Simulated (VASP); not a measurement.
# TaN (P-62m) in VASP: notebook, part 3 of 3

VASP 6.6.1. Earlier steps stand in the parts before.

## (7) Relaxation of cell and atoms, BLYP+D3(BJ)

This run uses another cell than the first one, of 11.34 Å³/atom, 1.032 times its volume.

INCAR reads:

```
SYSTEM = TaN
PREC = Accurate ; ENCUT = 600
EDIFF = 1E-6 ; ISMEAR = 1
SIGMA = 0.1 ; LREAL = .False.
LASPH = .True. ; NELM = 60
ALGO = Normal ; ISIF = 3
LWAVE = .False. ; LCHARG = .False.
GGA = B5 ; ALDAX = 1.0
AGGAX = 1.0 ; AGGAC = 1.0
ALDAC = 0.0 ; IVDW = 12
VDW_S6 = 1.0 ; VDW_S8 = 2.6996
VDW_A1 = 0.4298 ; VDW_A2 = 4.2359
IBRION = 2 ; NSW = 60
EDIFFG = -0.02
```

KPOINTS reads:

```
Automatic mesh
0
Gamma
  6 6 9
  0 0 0
```

POSCAR reads:

```
TaN
1.0
    5.1960000000      0.0000000000      0.0000000000
   -2.5980000000      4.4998680000      0.0000000000
    0.0000000000      0.0000000000      2.9110000000
Ta N
3 3
Direct
    0.3333333333      0.6666666667      0.5000000000
    0.6666666667      0.3333333333      0.5000000000
    0.0000000000      0.0000000000      0.0000000000
    0.3928500000      0.0000000000      0.0000000000
    0.6071500000      0.6071500000      0.0000000000
    0.0000000000      0.3928500000      0.0000000000
```

Potentials or basis: VASP PAW PBE potentials, release 64 (Ta_pv, N).

The run is started by

```bash
> cat potpaw_PBE.64/Ta_pv/POTCAR potpaw_PBE.64/N/POTCAR > POTCAR
> mpirun -np 1 vasp_std > vasp.out
```

OUTCAR:

```text
SYSTEM = TaN
   PREC = Accurate
   ENCUT = 600
   EDIFF = 1E-6
   ISMEAR = 1
   LREAL = .False.
   LASPH = .True.
   NELM = 60
   ISIF = 3
   GGA = B5
   IVDW = 12
   IBRION = 2
   NSW = 60
   EDIFFG = -0.02
 IVDW          = 12

 ion  position               nearest neighbor table
   1  0.333  0.667  0.500-   5 2.16   5 2.16   6 2.16   6 2.16   4 2.16   4 2.16   2 3.00   2 3.00
                             2 3.00   3 3.33   3 3.33   3 3.33   3 3.33   3 3.33   3 3.33
   2  0.667  0.333  0.500-   6 2.16   6 2.16   4 2.16   4 2.16   5 2.16   5 2.16   1 3.00   1 3.00
                             1 3.00   3 3.33   3 3.33   3 3.33   3 3.33   3 3.33   3 3.33
   3  0.000  0.000  0.000-   4 2.04   5 2.04   6 2.04   2 3.33   1 3.33   1 3.33   2 3.33   2 3.33
                             2 3.33   1 3.33   1 3.33   2 3.33   2 3.33   1 3.33   1 3.33
   4  0.393  0.000  0.000-   3 2.04   1 2.16   1 2.16   2 2.16   2 2.16
   5  0.607  0.607  0.000-   3 2.04   1 2.16   1 2.16   2 2.16   2 2.16
   6  0.000  0.393  0.000-   3 2.04   2 2.16   2 2.16   1 2.16   1 2.16

  LATTYP: Found a hexagonal cell.
 ALAT       =     5.1960000000
[... 411 lines left out ...]

 number of electron      48.0000000 magnetization

 Free energy of the ion-electron system (eV)
  ---------------------------------------------------
  ext. energy  EPLUGINS =         0.00000000
  ---------------------------------------------------
  free energy    TOTEN  =       -61.62075734 eV

  energy without entropy =      -61.61866982  energy(sigma->0) =      -61.62006150

 E-fermi :   8.7603     XC(G=0): -12.2956

 val. band max:        8.7555283528   @ k =   0.1667   0.0000   0.2222
 cond. band min:       8.7721164604   @ k =   0.1667   0.0000   0.3333
 fundamental gap:      0.0165881076
 Fermi energy:         8.7602720035

 k-point     1 :       0.0000    0.0000    0.0000
  band No.  band energies     occupation
      1     -27.3816      2.00000
      2     -27.3816      2.00000
      3     -27.0321      2.00000
      4     -27.0321      2.00000
      5     -26.8553      2.00000
      6     -26.7520      2.00000
[... 733 lines left out ...]
     27      10.8796      0.00000
     28      11.0275      0.00000

 [... further k-points ...]

------------------------ aborting loop because EDIFF is reached ----------------------------------------

 Edisp (eV)   -6.13696

 E8    (eV) :    -4.6245
[... 29 lines left out ...]
  FREE ENERGIE OF THE ION-ELECTRON SYSTEM (eV)
  ---------------------------------------------------
  free  energy   TOTEN  =       -67.7577145413 eV

  energy  without entropy=      -67.7556270194  energy(sigma->0) =      -67.75701870

 reached required accuracy - stopping structural energy minimisation
```

Run time: 2.8 min. Hardware: 1 thread of Intel Xeon 6975P-C (Granite Rapids), shared host; peak memory 0.25 GiB.

Results:

- Free energy: -67.7577 eV
- Relaxed volume: 11.41 Å³/atom
- Relaxed cell: a = 5.214 Å, b = 5.214 Å, c = 2.909 Å, α = 90.00°, β = 90.00°, γ = 120.00°
- Space group after relaxing (to 0.05 Å): P-62m (No. 189)
- Energy gained by relaxing: 0.5 meV/atom
- Ionic steps: 6
- Pressure after relaxing: 0.0 GPa
- Band gap on the k mesh: zero (band 24 reaches 10.53 eV, above the bottom of band 25 at 7.43 eV)
- Dispersion energy per atom: -1.023 eV

Step by step:
| step | energy change (eV) | largest force (eV/Å) | pressure (GPa) | volume (Å³) |
| --- | --- | --- | --- | --- |
| 1 | 0.0000 | 0.0177 | 1.82 | 68.06 |
| 2 | 0.0079 | 0.1066 | -3.95 | 69.34 |
| 3 | -0.0027 | 0.0481 | -0.16 | 68.49 |
| 4 | -0.0031 | 0.0240 | 0.01 | 68.47 |
| 5 | -0.0031 | 0.0227 | 0.02 | 68.47 |
| 6 | -0.0032 | 0.0010 | -0.01 | 68.48 |

Final structure:
```xyz
6
Lattice="5.2138 0.0000 0.0000 -2.6069 4.5152 0.0000 0.0000 0.0000 2.9091" Properties=species:S:1:pos:R:3 pbc="T T T"
Ta    0.0000    3.0102    1.4546
Ta    2.6069    1.5051    1.4546
Ta    2.6069    4.5152    2.9091
N    -0.5622    4.5152    0.0000
N     1.5845    2.7445    2.9091
N     4.1914    1.7707    0.0000
```

Caveat: the PAW data sets were made with another functional, which shifts forces and pressure a little; spin-orbit coupling is left out, which moves the levels of the heavy elements; pairwise dispersion overbinds metals, which lowers pressure and volume. Zero-point motion and thermal expansion aren't in these numbers.

## (8) Summary

```tsv
task	level	cell	cutoff (eV)	gap on the mesh (eV)	pressure (GPa)	relaxed volume (Å³/atom)	largest force (eV/Å)
single point	PBEsol+D3(BJ)	a = 5.144, b = 5.144, c = 2.879 Å, angles 90.0, 90.0, 120.0°, 6 atoms	520	none	1.0	-	0.01
single point	PBEsol	a = 5.181, b = 5.181, c = 2.894 Å, angles 90.0, 90.0, 120.0°, 6 atoms	520	none	0.9	-	0.02
single point	BLYP+D3(BJ)	a = 5.203, b = 5.203, c = 2.904 Å, angles 90.0, 90.0, 120.0°, 6 atoms	520	none	2.0	-	0.02
relaxation of cell and atoms	PBEsol	relaxed from a = 5.196, b = 5.196, c = 2.911 Å, angles 90.0, 90.0, 120.0°, 6 atoms	600	none	0.1	11.24	0.01
relaxation of cell and atoms	PBEsol+D3(BJ)	relaxed from a = 5.196, b = 5.196, c = 2.911 Å, angles 90.0, 90.0, 120.0°, 6 atoms	600	none	-0.2	11.03	-
relaxation of cell and atoms	BLYP+D3(BJ)	relaxed from a = 5.196, b = 5.196, c = 2.911 Å, angles 90.0, 90.0, 120.0°, 6 atoms	600	none	0.0	11.41	-
```

Alike in all rows: potentials or basis VASP PAW PBE potentials, release 64 (Ta_pv, N); no spin polarisation; k mesh 6 × 6 × 9; smearing methfessel-paxton 0.1 eV.

Caveats: the PAW data sets were made with another functional, which shifts forces and pressure a little; spin-orbit coupling is left out, which moves the levels of the heavy elements; pairwise dispersion overbinds metals, which lowers pressure and volume (some runs).

Total energies depend on the potentials used, so only differences within one code and one set of settings carry meaning.
